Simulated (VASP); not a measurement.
Ga2PN, 4 atoms in the cell. Symmetry: R-3m, No. 166, trigonal system. Conventional cell: a = 3.253 Å, b = 3.253 Å, c = 16.940 Å, α = 90.00°, β = 90.00°, γ = 120.00°. N (site symmetry -3m) has 6 Ga at 2.22 Å within 2.9 Å. Within 3.4 Å of P (site symmetry -3m) lie 6 Ga at 2.49 Å and 6 P at 3.25 Å and 6 N at 3.39 Å. Within 2.9 Å of Ga (site symmetry 3m) lie 3 N at 2.22 Å and 3 P at 2.49 Å. 

- Program: VASP 6.6.1
- Task: single point
- Functional: PBE
- Potentials or basis: VASP PAW PBE potentials, release 64 (N, P, Ga_d)
- Cutoff: 520 eV
- k mesh: 8 × 8 × 8
- Occupations: fermi-dirac, width 0.02 eV
- Spin: no spin polarisation
- Dipole correction: no
- Further INCAR settings: ALGO = Normal; EDIFF = 1e-07; NBANDS = 26

Potentials or basis: VASP PAW PBE potentials, release 64 (N, P, Ga_d).

Launch:

```console
$ cat potpaw_PBE.64/N/POTCAR potpaw_PBE.64/P/POTCAR potpaw_PBE.64/Ga_d/POTCAR > POTCAR
$ mpirun -np 1 vasp_std > vasp.out
```

Hardware: 1 thread of AMD EPYC 7R43 64-Core Processor (Zen 3) (shared host).

Problem. How long does it take, and how much memory?

Solution. Wall time 7.3 min on 1 thread of AMD EPYC 7R43 64-Core Processor (Zen 3), on a shared host, peak memory 0.31 GiB. Counts: scf iterations 16, k points 65.
